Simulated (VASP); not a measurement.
Input of a VASP 6.6.1 run:

Contents of INCAR:

```
  PREC = Accurate
  ENCUT = 600
  EDIFF = 1E-8
  ISMEAR = 0
  SIGMA = 0.01
  LREAL = False
  LASPH = True
  NELM = 100
  ALGO = Normal
  ISIF = 3
  LWAVE = False
  LCHARG = False
  GGA = PS
  IBRION = 6
  NFREE = 2
  POTIM = 0.015
  NSW = 1
```

KPOINTS

```
regular mesh
0
Gamma
  10 10 10
```

Contents of POSCAR:

```
AlN
1.0
    2.1886794804      2.1886794804      0.0000000000
   -2.1886794804      2.1886794804      0.0000000000
    0.0000000000      2.1886794804      2.1886794804
Al N
1 1
Direct
    0.0000000000      0.0000000000      0.0000000000
    0.2500000000      0.7500000000      0.5000000000
```

Potentials or basis: VASP PAW PBE potentials, release 64 (Al, N).

Command:

```bash
$ cat potpaw_PBE.64/Al/POTCAR potpaw_PBE.64/N/POTCAR > POTCAR
$ mpirun -np 1 vasp_std > vasp.out
```

(1) What does it give for the elastic constants C11, C12, C44?

(2) Estimate the Voigt bulk modulus.

(3) Predict the highest phonon frequency at Γ, LO-TO splitting left out.

Results:

(1) 287, 159, 180 GPa.

(2) 202 GPa.

(3) 652 cm⁻¹.

Caveat: the PAW data sets were made with another functional, which shifts forces and pressure a little.
